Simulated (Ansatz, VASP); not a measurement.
Ir: VASP beside Ansatz

```
Ir
1.0
     0.00000    1.89950    1.89950
     1.89950    0.00000    1.89950
     1.89950    1.89950    0.00000
Ir
1
Direct
  0.00000 0.00000 0.00000
```

Alike in both runs: task single point; functional PBEsol; k mesh 13 × 13 × 13; occupations fermi-dirac, width 0.05 eV; no spin polarisation.

|  | VASP | Ansatz |
| --- | --- | --- |
| version | VASP 6.6.1 | Ansatz 0.2.0 |
| potentials or method | VASP PAW PBE potentials, release 64 (Ir_sv_GW), cutoff 560 eV | plane waves, PAW |
| valence electrons in the cell | 17 | 17 |

|  | VASP | Ansatz | Ansatz less VASP |
| --- | --- | --- | --- |
| pressure (GPa) | 8.5 | 10.4 | +1.92 |

VASP's potentials were made for PBE, not for PBEsol.

Spin-orbit coupling is off throughout.
